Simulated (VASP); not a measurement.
Input of a VASP 6.6.1 run:

Contents of POSCAR:

```
Ta
1.0
   -1.5687160000      1.5687160000      1.6512800000
    1.5687160000     -1.5687160000      1.6512800000
    1.5687160000      1.5687160000     -1.6512800000
Ta
1
Direct
    0.0000000000      0.0000000000      0.0000000000
```

File INCAR.step1:

```
PREC = Accurate ; ENCUT = 520
ISMEAR = 0 ; SIGMA = 0.15
LREAL = False ; LASPH = True
NELM = 80 ; NBANDS = 12
GGA = PE ; ALGO = Normal
EDIFF = 1E-4 ; LWAVE = True
LCHARG = False
```

INCAR.step2

```
PREC = Accurate ; ENCUT = 520
EDIFF = 1E-6 ; ISMEAR = 0
SIGMA = 0.15 ; LREAL = False
LASPH = True ; NELM = 80
ALGO = Normal ; ISIF = 2
LWAVE = False ; LCHARG = False
METAGGA = R2SCAN ; LMIXTAU = True
NBANDS = 12 ; ISTART = 1
```

Contents of KPOINTS:

```
Automatic mesh
0
Gamma
  20 20 20
```

Potentials or basis: VASP PAW PBE potentials, release 64 (Ta_pv).

Command:

```sh
$ cat potpaw_PBE.64/Ta_pv/POTCAR > POTCAR
$ cp INCAR.step1 INCAR
$ mpirun -np 1 vasp_std > vasp.out
$ cp INCAR.step2 INCAR
$ mpirun -np 1 vasp_std > vasp.out
```

What does it give for the band gap on the k mesh?

Zero (an odd number of electrons rules out a gap without spin polarisation).

Predict the pressure.

27.1 GPa.

Stress tensor (GPa, compression positive):
```
29.72  0.00  0.00
 0.00 29.72  0.00
 0.00  0.00 21.96
```

Caveat: the cell differs from its parent crystal (strain -0.050 along x and y, +0.000 along z); the stress differs along the axes, from 22 to 30 GPa; the PAW data sets were made with another functional, which shifts forces and pressure a little; spin-orbit coupling is left out, which moves the levels of the heavy elements.
